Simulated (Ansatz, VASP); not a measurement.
One calculation of ZrC2, two programs

```
Zr C
1.0
     3.37554    0.00000    0.00000
    -1.68777    2.92330    0.00000
     0.00000    0.00000    5.23209
Zr C
1 2
Direct
  0.00000 0.00000 0.00000
  0.33333 0.66667 0.25000
  0.66667 0.33333 0.75000
```

Change from the starting cell: ordered vacancies on the cation sites of nickel arsenide (P-3m1, No. 164).

Alike in both runs: task single point; functional PBE; k mesh 6 × 6 × 4; occupations gaussian, width 0.1 eV; no spin polarisation.

```csv
,VASP,Ansatz
version,VASP 6.6.1,Ansatz 0.2.0
potentials or method,"VASP PAW PBE potentials, release 64 (Zr_sv, C), cutoff 520 eV","scalar-relativistic, plane waves, PAW"
valence electrons in the cell,20,20
```

Ansatz gave:

```
gap on the k mesh at the Fermi level (eV)                     : none
pressure (GPa)                                                : -9.8
traceless stress, the component that is largest in VASP (GPa) : -7.38
rms of the force components (eV/Å)                            : 0.786
```

Q: Which values does VASP return?

A: gap on the k mesh at the Fermi level (eV): none; pressure (GPa): -9.7; traceless stress, the component that is largest in VASP (GPa): -7.40; rms of the force components (eV/Å): 0.780.

Atom by atom the forces differ by 0.007 eV/Å (rms over components). A gap of «none» marks a metal or a gap that the smearing closes.
